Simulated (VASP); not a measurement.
# CrCuO2 (R-3m) in VASP: single point with PBE+U

Aim: the single point of CrCuO2 with PBE+U.

All numbers are computed with VASP 6.6.1; they aren't measurements. Logs are shortened: lines on timing, memory, paths and dates and some standing lists are left out, and cuts for length are marked.

## Step 1: The cell of the first run

The structure is trigonal, space group R-3m (No. 166). The conventional cell has a = 2.973 Å, b = 2.973 Å, c = 17.100 Å, α = 90.00°, β = 90.00°, γ = 120.00°. Cr (site symmetry -3m) has 6 O at 1.99 Å within 2.6 Å. Within 2.4 Å of Cu (site symmetry -3m) lie 2 O at 1.85 Å. O (site symmetry 3m) has 1 Cu at 1.85 Å and 3 Cr at 1.99 Å within 2.4 Å.

## Step 2: Single point, PBE+U, non-collinear spin, typed start, spin-orbit coupling

File INCAR:

```
SYSTEM = CrCuO2
PREC = Accurate
ENCUT = 600
EDIFF = 1E-6
ISMEAR = 0
SIGMA = 0.05
LREAL = .FALSE.
LASPH = .TRUE.
NELM = 200
ALGO = Normal
ISIF = 2
LWAVE = .FALSE.
LCHARG = .FALSE.
LNONCOLLINEAR = .TRUE.
MAGMOM = 0 0 2.71 0 0 0.05 0 0 0 0 0 0
LORBIT = 11
LSORBIT = .TRUE.
GGA_COMPAT = .FALSE.
LORBMOM = .TRUE.
LMAXMIX = 4
LDAU = .TRUE.
LDAUTYPE = 2
LDAUL = 2 2 -1
LDAUU = 2.7 3 0
LDAUJ = 0 0 0
LDAUPRINT = 1
GGA = PE
NBANDS = 49
KPAR = 4
```

File KPOINTS:

```
regular mesh
0
G
  10 10 10
  0 0 0
```

File POSCAR:

```
CrCuO2
1.0
    1.4867005117      0.8583469407      5.7000019085
   -1.4867005117      0.8583469407      5.7000019085
    0.0000000000     -1.7166938813      5.7000019085
Cr Cu O
1 1 2
Direct
    0.5000000000      0.5000000000      0.5000000000
    0.0000000000      0.0000000000      0.0000000000
    0.1079200000      0.1079200000      0.1079200000
    0.8920800000      0.8920800000      0.8920800000
```

Potentials or basis: VASP PAW PBE potentials, release 64 (Cr_pv, Cu, O).

On the command line:

```
$ cat potpaw_PBE.64/Cr_pv/POTCAR potpaw_PBE.64/Cu/POTCAR potpaw_PBE.64/O/POTCAR > POTCAR
$ mpirun -np 4 vasp_ncl > vasp.out
```

OUTCAR:

```text
SYSTEM = CrCuO2
   PREC = Accurate
   ENCUT = 600
   EDIFF = 1E-6
   ISMEAR = 0
   LREAL = .FALSE.
   LASPH = .TRUE.
   NELM = 200
   ISIF = 2
   LNONCOLLINEAR = .TRUE.
   LORBIT = 11
   LSORBIT = .TRUE.
   GGA = PE

 ion  position               nearest neighbor table
   1  0.500  0.500  0.500-   3 1.99   3 1.99   4 1.99   4 1.99   3 1.99   4 1.99
   2  0.000  0.000  0.000-   3 1.85   4 1.85
   3  0.108  0.108  0.108-   2 1.85   1 1.99   1 1.99   1 1.99
   4  0.892  0.892  0.892-   2 1.85   1 1.99   1 1.99   1 1.99

  LATTYP: Found a trigonal (rhomboedric) cell.
 ALAT       =     5.9529034629
 COS(alpha) =     0.8752561057

  Lattice vectors:

 A1 = (   1.4867005117,   0.8583469407,   5.7000019085)
 A2 = (  -1.4867005117,   0.8583469407,   5.7000019085)
 A3 = (   0.0000000000,  -1.7166938813,   5.7000019085)

Analysis of symmetry for initial positions (statically):
=====================================================================
 Subroutine PRICEL returns:
 Original cell was already a primitive cell.

 Routine SETGRP: Setting up the symmetry group for a
 trigonal (rhombohedral) supercell.

 Subroutine GETGRP returns: Found 12 space group operations
 (whereof 12 operations were pure point group operations)
 out of a pool of 12 trial point group operations.

The static configuration has the point symmetry D_3d.

Analysis of symmetry for dynamics (positions and initial velocities):
=====================================================================
 Subroutine PRICEL returns:
 Original cell was already a primitive cell.

 Routine SETGRP: Setting up the symmetry group for a
 trigonal (rhombohedral) supercell.

 Subroutine GETGRP returns: Found 12 space group operations
 (whereof 12 operations were pure point group operations)
 out of a pool of 12 trial point group operations.

The dynamic configuration has the point symmetry D_3d.

Analysis of structural, dynamic, and magnetic symmetry:
=====================================================================
 Subroutine PRICEL returns:
 Original cell was already a primitive cell.

 Routine SETGRP: Setting up the symmetry group for a
 trigonal (rhombohedral) supercell.

 Subroutine GETGRP returns: Found  6 space group operations
 (whereof  6 operations were pure point group operations)
 out of a pool of 12 trial point group operations.

The overall configuration has the point symmetry S_6 .

 Subroutine INISYM returns: Found  6 space group operations
 (whereof  6 operations are pure point group operations),
 and found     1 'primitive' translations

----------------------------------------------------------------------------------------

                                     Primitive cell

  volume of cell :      43.6428

  direct lattice vectors                    reciprocal lattice vectors
     1.486700512  0.858346941  5.700001908     0.336315213  0.194171679  0.058479513
    -1.486700512  0.858346941  5.700001908    -0.336315213  0.194171679  0.058479513
     0.000000000 -1.716693881  5.700001908     0.000000000 -0.388343358  0.058479513

  length of vectors
     5.952903463  5.952903463  5.952903463     0.392721806  0.392721806  0.392721806

  position of ions in fractional coordinates (direct lattice)
     0.500000000  0.500000000  0.500000000
     0.000000000  0.000000000  0.000000000
     0.107920000  0.107920000  0.107920000
     0.892080000  0.892080000  0.892080000

  ion indices of the primitive-cell ions
   primitive index   ion index
                 1           1
                 2           2
                 3           3
                 4           4

----------------------------------------------------------------------------------------

 KPOINTS: regular mesh

Automatic generation of k-mesh.
 Grid dimensions read from file:
 generate k-points for:   10   10   10

 Generating k-lattice:

  Cartesian coordinates                     Fractional coordinates (reciprocal lattice)
     0.033631521  0.019417168  0.005847951     0.100000000  0.000000000  0.000000000
    -0.033631521  0.019417168  0.005847951     0.000000000  0.100000000  0.000000000
[... 208 lines left out ...]

 E-fermi :   5.7428     XC(G=0): -11.5565

 val. band max:        5.4680975480   @ k =  -0.2000   0.5000   0.2000
 cond. band min:       7.2617995204   @ k =   0.4000   0.4000   0.1000
 fundamental gap:      1.7937019724
 Fermi energy:         5.7427763804

 k-point     1 :       0.0000    0.0000    0.0000
  band No.  band energies     occupation
      1     -39.0016      1.00000
      2     -38.7247      1.00000
      3     -38.2501      1.00000
      4     -35.8789      1.00000
      5     -35.5272      1.00000
      6     -35.2820      1.00000
[... 1189 lines left out ...]
     46      14.2512      0.00000
     47      14.6391      0.00000

 [... further k-points ...]

 [bands above 47 left out]

------------------------ aborting loop because EDIFF is reached ----------------------------------------

  FORCE on cell =-STRESS in cart. coord.  units (eV):
  Direction    XX          YY          ZZ          XY          YZ          ZX
  --------------------------------------------------------------------------------------
  -------------------------------------------------------------------------------------
  Total        2.2884552      2.2884552      1.5937116     -0.0000003      0.0000000      0.0000000
  in kB       84.0118212     84.0118212     58.5069852     -0.0000123      0.0000000      0.0000000
  external PRESSURE =      75.5102092 kB  Pullay stress =       0.0000000 kB

 VOLUME and BASIS-vectors are now :
 -----------------------------------------------------------------------------
  energy-cutoff  :      600.00
  volume of cell :       43.64
      direct lattice vectors                 reciprocal lattice vectors
     1.486700512  0.858346941  5.700001908     0.336315213  0.194171679  0.058479513
    -1.486700512  0.858346941  5.700001908    -0.336315213  0.194171679  0.058479513
     0.000000000 -1.716693881  5.700001908     0.000000000 -0.388343358  0.058479513

 POSITION                                       TOTAL-FORCE (eV/Angst)
 -----------------------------------------------------------------------------------
      0.00000      0.00000      8.55000         0.000000     -0.000000      0.000000
      0.00000      0.00000      0.00000         0.000000     -0.000000      0.000000
      0.00000      0.00000      1.84543         0.000000     -0.000000     -0.320651
      0.00000      0.00000     15.25457         0.000000      0.000000      0.320651
 -----------------------------------------------------------------------------------
    total drift:                               -0.000000     -0.000000      0.000000

  FREE ENERGIE OF THE ION-ELECTRON SYSTEM (eV)
  ---------------------------------------------------
  free  energy   TOTEN  =       -26.4087983305 eV

  energy  without entropy=      -26.4087983305  energy(sigma->0) =      -26.40879833

 orbital moment (x)

 # of ion     p       d       tot
 ----------------------------------------
  1        -0.000  -0.000  -0.000
  2         0.000  -0.000  -0.000
  3         0.000   0.000   0.000
  4         0.000   0.000   0.000
 ----------------------------------------
            0.000  -0.000  -0.000

 orbital moment (y)

 # of ion     p       d       tot
 ----------------------------------------
  1         0.000   0.000   0.000
  2         0.000  -0.000  -0.000
  3        -0.000   0.000  -0.000
  4        -0.000   0.000  -0.000
 ----------------------------------------
           -0.000   0.000   0.000

 orbital moment (z)

 # of ion     p       d       tot
 ----------------------------------------
  1        -0.000  -0.033  -0.033
  2         0.000  -0.000  -0.000
  3         0.001   0.000   0.001
  4         0.001   0.000   0.001
 ----------------------------------------
            0.002  -0.033  -0.031

 Spin-Orbit-Coupling matrix elements

 Ion:    1  E_soc:     -0.0210575
 l=   1
     0.0000000    -0.0029410    -0.0029320
    -0.0029410     0.0000000    -0.0029410
    -0.0029320    -0.0029410     0.0000000
 l=   2
     0.0000000    -0.0000949     0.0000000    -0.0000949    -0.0003449
    -0.0000949     0.0000000    -0.0004200    -0.0001499    -0.0000949
     0.0000000    -0.0004200     0.0000000    -0.0004200     0.0000000
    -0.0000949    -0.0001499    -0.0004200     0.0000000    -0.0000949
    -0.0003449    -0.0000949     0.0000000    -0.0000949     0.0000000
 l=   3
     0.0000000     0.0000000     0.0000000     0.0000000     0.0000000     0.0000000     0.0000000
     0.0000000     0.0000000     0.0000000     0.0000000     0.0000000     0.0000000     0.0000000
     0.0000000     0.0000000     0.0000000     0.0000000     0.0000000     0.0000000     0.0000000
     0.0000000     0.0000000     0.0000000     0.0000000     0.0000000     0.0000000     0.0000000
[... 49 lines left out ...]
 l=   2
     0.0000000     0.0000000     0.0000000     0.0000000     0.0000000
     0.0000000     0.0000000     0.0000000     0.0000000     0.0000000
     0.0000000     0.0000000     0.0000000     0.0000000     0.0000000
     0.0000000     0.0000000     0.0000000     0.0000000     0.0000000
     0.0000000     0.0000000     0.0000000     0.0000000     0.0000000
 l=   3
     0.0000000     0.0000000     0.0000000     0.0000000     0.0000000     0.0000000     0.0000000
     0.0000000     0.0000000     0.0000000     0.0000000     0.0000000     0.0000000     0.0000000
     0.0000000     0.0000000     0.0000000     0.0000000     0.0000000     0.0000000     0.0000000
     0.0000000     0.0000000     0.0000000     0.0000000     0.0000000     0.0000000     0.0000000
     0.0000000     0.0000000     0.0000000     0.0000000     0.0000000     0.0000000     0.0000000
     0.0000000     0.0000000     0.0000000     0.0000000     0.0000000     0.0000000     0.0000000
     0.0000000     0.0000000     0.0000000     0.0000000     0.0000000     0.0000000     0.0000000

 total charge

# of ion       s       p       d       tot
------------------------------------------
    1        0.303   6.356   4.052  10.711
    2        0.417   0.307   9.319  10.042
    3        1.549   3.519   0.000   5.068
    4        1.549   3.519   0.000   5.068
--------------------------------------------------
tot          3.818  13.701  13.371  30.889

 magnetization (x)

# of ion       s       p       d       tot
------------------------------------------
    1        0.000   0.000   0.000   0.000
    2        0.000   0.000   0.000   0.000
    3        0.000   0.000   0.000   0.000
    4        0.000   0.000   0.000   0.000
--------------------------------------------------
tot          0.000   0.000   0.000   0.000

 magnetization (y)

# of ion       s       p       d       tot
------------------------------------------
    1        0.000   0.000   0.000   0.000
    2        0.000   0.000  -0.000   0.000
    3       -0.000  -0.000   0.000  -0.000
    4       -0.000  -0.000   0.000  -0.000
--------------------------------------------------
tot          0.000  -0.000   0.000   0.000

 magnetization (z)

# of ion       s       p       d       tot
------------------------------------------
    1        0.030   0.028   2.865   2.923
    2        0.014   0.007  -0.003   0.018
    3       -0.002  -0.020   0.000  -0.023
    4       -0.002  -0.020   0.000  -0.023
--------------------------------------------------
tot          0.040  -0.006   2.862   2.895
```

Wall time 13 min (4 MPI ranks of AMD EPYC 9R45 (Zen 5), shared host); peak memory 1.2 GiB.

What came out:

```
Free energy                                           : -26.4088 eV
Pressure                                              : 7.6 GPa
Largest force                                         : 0.321 eV/Å
Net moment                                            : 3.00 μB per cell
Valence electrons inside the program's atomic spheres : Cr 10.71; Cu 10.04; O 5.07
```

Forces in eV/Å, atoms in the order of the input:
```
Cr   0.000  0.000  0.000
Cu   0.000  0.000  0.000
O    0.000  0.000 -0.321
O    0.000  0.000  0.321
```

Stress tensor (GPa, compression positive):
```
8.40 0.00 0.00
0.00 8.40 0.00
0.00 0.00 5.85
```

Moments on the atoms (μB; x, y, z):
```
Cr   0.00  0.00  2.92
Cu   0.00  0.00  0.02
O    0.00  0.00 -0.02
O    0.00  0.00 -0.02
```
